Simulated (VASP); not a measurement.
# Cu2Ni (P-62m) in VASP: a series of runs

Cu2Ni is run at these levels: PBE; tasks: single point.

Everything below comes from runs of VASP 6.6.1. Logs are shortened: lines on timing, memory, paths and dates and some standing lists are left out, and cuts for length are marked.

### Step 1. The cell of the first run

It takes space group P-62m (No. 189, hexagonal). Conventional cell: a = 4.378 Å, b = 4.378 Å, c = 4.172 Å, α = 90.00°, β = 90.00°, γ = 120.00°. Cu (site symmetry -62m) has 6 Ni at 2.53 Å and 6 Cu at 2.56 Å within 3.3 Å. Cu (site symmetry m2m) has 8 Cu at 2.51 to 2.56 Å and 4 Ni at 2.54 Å within 3.3 Å. Ni (site symmetry -6) has 9 Cu at 2.53 to 2.54 Å and 3 Ni at 2.53 Å within 3.3 Å.

### Step 2. Single point, PBE

File INCAR:

```
PREC = Accurate
ENCUT = 520
EDIFF = 1E-7
ISMEAR = 0
SIGMA = 0.2
LREAL = F
LASPH = T
NELM = 80
ALGO = Fast
ISIF = 2
LWAVE = F
LCHARG = F
GGA = PE
NBANDS = 76
```

File KPOINTS:

```
regular mesh
0
Gamma
  6 6 4
```

File POSCAR:

```
Cu2Ni
1.0
    4.3782374209      0.0000000000      0.0000000000
   -2.1891187104      3.7916648303      0.0000000000
    0.0000000000      0.0000000000      8.3432740246
Cu Ni
8 4
Direct
    1.0000000000      0.0000000000      0.0000000000
    1.0000000000      0.0000000000      0.5000000000
    1.0000000000      0.3375666566      0.2500000000
    1.0000000000      0.3375666566      0.7500000000
    0.6624333434      0.6624333434      0.2500000000
    0.6624333434      0.6624333434      0.7500000000
    0.3375666566      0.0000000000      0.2500000000
    0.3375666566      0.0000000000      0.7500000000
    0.6666666667      0.3333333333      0.0000000000
    0.6666666667      0.3333333333      0.5000000000
    0.3333333333      0.6666666667      0.0000000000
    0.3333333333      0.6666666667      0.5000000000
```

Potentials or basis: VASP PAW PBE potentials, release 64 (Cu, Ni).

On the command line:

```sh
$ cat potpaw_PBE.64/Cu/POTCAR potpaw_PBE.64/Ni/POTCAR > POTCAR
$ mpirun -np 1 vasp_std > vasp.out
```

OUTCAR:

```text
PREC = Accurate
   ENCUT = 520
   EDIFF = 1E-7
   ISMEAR = 0
   LREAL = F
   LASPH = T
   NELM = 80
   ISIF = 2
   GGA = PE

 ion  position               nearest neighbor table
   1  0.000  0.000  0.000-   9 2.53  11 2.53  11 2.53   9 2.53   9 2.53  11 2.53   3 2.56   4 2.56
                             7 2.56   8 2.56   5 2.56   6 2.56
   2  0.000  0.000  0.500-  10 2.53  12 2.53  12 2.53  10 2.53  10 2.53  12 2.53   3 2.56   4 2.56
                             7 2.56   8 2.56   5 2.56   6 2.56
   3  0.000  0.338  0.250-   5 2.51   7 2.51   5 2.51   7 2.51  10 2.54   9 2.54  12 2.54  11 2.54
                             1 2.56   2 2.56   7 2.56   5 2.56
   4  0.000  0.338  0.750-   6 2.51   8 2.51   6 2.51   8 2.51  10 2.54   9 2.54  12 2.54  11 2.54
                             1 2.56   2 2.56   8 2.56   6 2.56
   5  0.662  0.662  0.250-   7 2.51   3 2.51   7 2.51   3 2.51   9 2.54  10 2.54  11 2.54  12 2.54
                             1 2.56   2 2.56   3 2.56   7 2.56
   6  0.662  0.662  0.750-   8 2.51   4 2.51   8 2.51   4 2.51   9 2.54  10 2.54  11 2.54  12 2.54
                             1 2.56   2 2.56   4 2.56   8 2.56
   7  0.338  0.000  0.250-   5 2.51   5 2.51   3 2.51   3 2.51  12 2.54  11 2.54  10 2.54   9 2.54
                             1 2.56   2 2.56   3 2.56   5 2.56
   8  0.338  0.000  0.750-   6 2.51   6 2.51   4 2.51   4 2.51  12 2.54  11 2.54  10 2.54   9 2.54
                             1 2.56   2 2.56   4 2.56   6 2.56
   9  0.667  0.333  0.000-   1 2.53  11 2.53  11 2.53   1 2.53   1 2.53  11 2.53   4 2.54   3 2.54
[... 14 lines left out ...]
 A1 = (   4.3782374209,   0.0000000000,   0.0000000000)
 A2 = (  -2.1891187104,   3.7916648303,   0.0000000000)
 A3 = (   0.0000000000,   0.0000000000,   8.3432740246)

Analysis of symmetry for initial positions (statically):
=====================================================================
 Subroutine PRICEL returns following result:

  LATTYP: Found a hexagonal cell.
 ALAT       =     4.3782374209
 C/A-ratio  =     0.9528119678

  Lattice vectors:

 A1 = (   4.3782374209,   0.0000000000,   0.0000000000)
 A2 = (  -2.1891187104,   3.7916648303,   0.0000000000)
 A3 = (   0.0000000000,   0.0000000000,   4.1716370123)

   2 primitive cells build up your supercell.

 Routine SETGRP: Setting up the symmetry group for a
 hexagonal supercell.

 Subroutine GETGRP returns: Found 12 space group operations
 (whereof 12 operations were pure point group operations)
 out of a pool of 24 trial point group operations.

The static configuration has the point symmetry D_3h.

Analysis of symmetry for dynamics (positions and initial velocities):
=====================================================================
 Subroutine PRICEL returns following result:

  LATTYP: Found a hexagonal cell.
 ALAT       =     4.3782374209
 C/A-ratio  =     0.9528119678

  Lattice vectors:

 A1 = (   4.3782374209,   0.0000000000,   0.0000000000)
 A2 = (  -2.1891187104,   3.7916648303,   0.0000000000)
 A3 = (   0.0000000000,   0.0000000000,   4.1716370123)

   2 primitive cells build up your supercell.

 Routine SETGRP: Setting up the symmetry group for a
 hexagonal supercell.

 Subroutine GETGRP returns: Found 12 space group operations
 (whereof 12 operations were pure point group operations)
 out of a pool of 24 trial point group operations.

The dynamic configuration has the point symmetry D_3h.

 Subroutine INISYM returns: Found 12 space group operations
 (whereof 12 operations are pure point group operations),
 and found     2 'primitive' translations

----------------------------------------------------------------------------------------

                                     Primitive cell

  volume of cell :      69.2525

  direct lattice vectors                    reciprocal lattice vectors
     4.378237421  0.000000000  0.000000000     0.228402415  0.131868196  0.000000000
    -2.189118710  3.791664830  0.000000000     0.000000000  0.263736391  0.000000000
     0.000000000  0.000000000  4.171637012     0.000000000  0.000000000  0.239714049

  length of vectors
     4.378237421  4.378237421  4.171637012     0.263736391  0.263736391  0.239714049

  position of ions in fractional coordinates (direct lattice)
     0.000000000  0.000000000  0.000000000
     0.000000000  0.337566657  0.500000000
     0.662433343  0.662433343  0.500000000
     0.337566657  0.000000000  0.500000000
     0.666666667  0.333333333  0.000000000
     0.333333333  0.666666667  0.000000000

  ion indices of the primitive-cell ions
   primitive index   ion index
                 1           1
                 2           3
                 3           5
                 4           7
                 5           9
                 6          11

----------------------------------------------------------------------------------------

 KPOINTS: regular mesh

Automatic generation of k-mesh.
 Grid dimensions read from file:
 generate k-points for:    6    6    4

 Generating k-lattice:

  Cartesian coordinates                     Fractional coordinates (reciprocal lattice)
     0.038067069  0.021978033  0.000000000     0.166666667  0.000000000  0.000000000
     0.000000000  0.043956065  0.000000000     0.000000000  0.166666667  0.000000000
     0.000000000  0.000000000  0.029964256     0.000000000  0.000000000  0.250000000

  Length of vectors
     0.043956065  0.043956065  0.029964256

  Shift w.r.t. Gamma in fractional coordinates (k-lattice)
     0.000000000  0.000000000  0.000000000

 Subroutine IBZKPT returns following result:
 ===========================================

 Found     21 irreducible k-points:

 Following reciprocal coordinates:
            Coordinates               Weight
  0.000000  0.000000  0.000000      1.000000
  0.166667  0.000000  0.000000      6.000000
  0.333333  0.000000  0.000000      6.000000
  0.500000  0.000000  0.000000      3.000000
  0.166667  0.166667  0.000000      6.000000
  0.333333  0.166667  0.000000     12.000000
[... 13 lines left out ...]
  0.333333  0.166667  0.500000     12.000000
  0.333333  0.333333  0.500000      2.000000
   k-points           NKPTS =     21   k-points in BZ     NKDIM =     21   number of bands    NBANDS=     76
   number of dos      NEDOS =    301   number of ions     NIONS =     12
   total plane-waves  NPLWV =  82944
   dimension x,y,z NGX =    36 NGY =   36 NGZ =   64
   dimension x,y,z NGXF=    72 NGYF=   72 NGZF=  128
   ions per type =               8   4
   NGX,Y,Z   is equivalent  to a cutoff of  13.67, 13.67, 12.75 a.u.
   NGXF,Y,Z  is equivalent  to a cutoff of  27.34, 27.34, 25.50 a.u.
 SYSTEM =  unknown system
   PREC   = accura    normal or accurate (medium, high low for compatibility)
   ISTART =      0    job   : 0-new  1-cont  2-samecut
   ICHARG =      2    charge: 1-file 2-atom 10-const
   ISPIN  =      1    spin polarized calculation?
   LNONCOLLINEAR =      F non collinear calculations
   LSORBIT =      F    spin-orbit coupling
   LASPH  =      T    aspherical Exc in radial PAW
   ENCUT  =  520.0 eV  38.22 Ry    6.18 a.u.   8.14  8.14 15.51*2*pi/ulx,y,z
   NELM   =     80;   NELMIN=  2; NELMDL= -5     # of ELM steps
   EDIFF  = 0.1E-06   stopping-criterion for ELM
   LREAL  =      F    real-space projection
   EDIFFG = 0.1E-05   stopping-criterion for IOM
   NSW    =      0    number of steps for IOM
   IBRION =     -1    ionic relax: 0-MD 1-quasi-New 2-CG
   NFREE  =      0    steps in history (QN), initial steepest desc. (CG)
   ISIF   =      2    stress and relaxation
   ISYM   =      2    0-nonsym 1-usesym 2-fastsym
   POTIM  = 0.5000    time-step for ionic-motion
   TEBEG  =    0.0;   TEEND  =   0.0 temperature during run
   PSTRESS=    0.0 pullay stress
   NELECT =     128.0000    total number of electrons
   NUPDOWN=      -1.0000    fix difference up-down
   EMIN   =  10.00;   EMAX   =-10.00  energy-range for DOS
   EFERMI =   0.00;   METHOD = LEGACY
   ISMEAR =     0;   SIGMA  =   0.20  broadening in eV -4-tet -1-fermi 0-gaus
   EFERMI_NEDOS =   21; number of points for ismear=-14 and -15
   IALGO  =     68    algorithm
   IMIX   =      4    mixing-type and parameters
     AMIX     =   0.40;   BMIX     =  1.00
     AMIX_MAG =   1.60;   BMIX_MAG =  1.00
  volume/ion in A,a.u.               =      11.54        77.89
  Fermi-wavevector in a.u.,A,eV,Ry     =   1.594616  3.013388 34.596916  2.542802
  Thomas-Fermi vector in A             =   2.692663
   LORBIT       =      0    0 simple, 1 ext, 2 COOP (PROOUT), +10 PAW based schemes
   GGA     = PE    functional components
   LHFCALC =     F    Hartree Fock is set to
   AEXX    =    0.0000 exact exchange contribution
   IVDW    =     0    specifies the selected vdW correction
   LEPSILON=     F    determine dielectric tensor
   LRPA    =     F    only Hartree local field effects (RPA)
 non-spin polarized calculation
 RMM-DIIS sequential band-by-band and
 Gauss-broadening in eV      SIGMA  =   0.20
  energy-cutoff  :      520.00
  volume of cell :      138.51
 maximum number of plane-waves:      3745
 NGX is ok and might be reduce to    36
   NGX = 17   NGY = 17   NGZ = 31

 number of electron     127.9999989 magnetization

 Free energy of the ion-electron system (eV)
  ---------------------------------------------------
  ext. energy  EPLUGINS =         0.00000000
  ---------------------------------------------------
  free energy    TOTEN  =       -51.52386816 eV

  energy without entropy =      -51.35553909  energy(sigma->0) =      -51.43970362

 E-fermi :   7.9287     XC(G=0): -12.8677

 val. band max:        7.9178022009   @ k =   0.3333   0.1667   0.2500
 cond. band min:       7.9308750606   @ k =   0.3333   0.1667   0.0000
 fundamental gap:      0.0130728597
 Fermi energy:         7.9287068109

 k-point     1 :       0.0000    0.0000    0.0000
  band No.  band energies     occupation
      1      -1.1345      2.00000
      2       0.8060      2.00000
      3       1.1926      2.00000
      4       3.1513      2.00000
      5       4.0846      2.00000
      6       4.0969      2.00000
[... 1648 lines left out ...]
     75      16.2474      0.00000
     76      16.2604      0.00000

------------------------ aborting loop because EDIFF is reached ----------------------------------------

  FORCE on cell =-STRESS in cart. coord.  units (eV):
  Direction    XX          YY          ZZ          XY          YZ          ZX
  --------------------------------------------------------------------------------------
  -------------------------------------------------------------------------------------
  Total        0.5539517      0.5539517      0.2013125      0.0000000      0.0000000      0.0000000
  in kB        6.4079148      6.4079148      2.3287109      0.0000000      0.0000000      0.0000000
  external PRESSURE =       5.0481802 kB  Pullay stress =       0.0000000 kB

 VOLUME and BASIS-vectors are now :
 -----------------------------------------------------------------------------
  energy-cutoff  :      520.00
  volume of cell :      138.51
      direct lattice vectors                 reciprocal lattice vectors
     4.378237421  0.000000000  0.000000000     0.228402415  0.131868196  0.000000000
    -2.189118710  3.791664830  0.000000000     0.000000000  0.263736391  0.000000000
     0.000000000  0.000000000  8.343274025     0.000000000  0.000000000  0.119857025

 POSITION                                       TOTAL-FORCE (eV/Angst)
 -----------------------------------------------------------------------------------
      0.00000      0.00000      0.00000         0.000000      0.000000      0.000000
      0.00000      0.00000      4.17164         0.000000      0.000000      0.000000
     -0.73897      1.27994      2.08582         0.003178     -0.005504     -0.000000
     -0.73897      1.27994      6.25746         0.003178     -0.005504     -0.000000
      1.45015      2.51173      2.08582         0.003178      0.005504      0.000000
      1.45015      2.51173      6.25746         0.003178      0.005504      0.000000
      1.47795      0.00000      2.08582        -0.006356      0.000000     -0.000000
      1.47795      0.00000      6.25746        -0.006356      0.000000      0.000000
      2.18912      1.26389      0.00000         0.000000      0.000000     -0.000000
      2.18912      1.26389      4.17164         0.000000      0.000000     -0.000000
     -0.00000      2.52778      0.00000         0.000000      0.000000     -0.000000
     -0.00000      2.52778      4.17164         0.000000      0.000000     -0.000000
 -----------------------------------------------------------------------------------
    total drift:                                0.000001      0.000002      0.000001

  FREE ENERGIE OF THE ION-ELECTRON SYSTEM (eV)
  ---------------------------------------------------
  free  energy   TOTEN  =       -51.5238681635 eV

  energy  without entropy=      -51.3555390861  energy(sigma->0) =      -51.43970362
```

Run time: 3.1 min. Hardware: 1 thread of Intel Xeon 6975P-C (Granite Rapids), shared host; peak memory 0.35 GiB.

Results:

```yaml
Free_energy: -51.5239 eV
Pressure: 0.5 GPa
Largest_force: 0.006 eV/Å
Band_gap_on_the_k_mesh: zero (bands 64 and 65 overlap by 0.89 eV)
```

Forces in eV/Å, atoms in the order of the input:
```
Cu   0.000  0.000  0.000
Cu   0.000  0.000  0.000
Cu   0.003 -0.006  0.000
Cu   0.003 -0.006  0.000
Cu   0.003  0.006  0.000
Cu   0.003  0.006  0.000
Cu  -0.006  0.000  0.000
Cu  -0.006  0.000  0.000
Ni   0.000  0.000  0.000
Ni   0.000  0.000  0.000
Ni   0.000  0.000  0.000
Ni   0.000  0.000  0.000
```

Stress tensor (GPa, compression positive):
```
0.64 0.00 0.00
0.00 0.64 0.00
0.00 0.00 0.23
```

Spin polarisation is off, so any magnetic state and its effect on volume and gap are missing.

(Continued in part 2 of 5.)
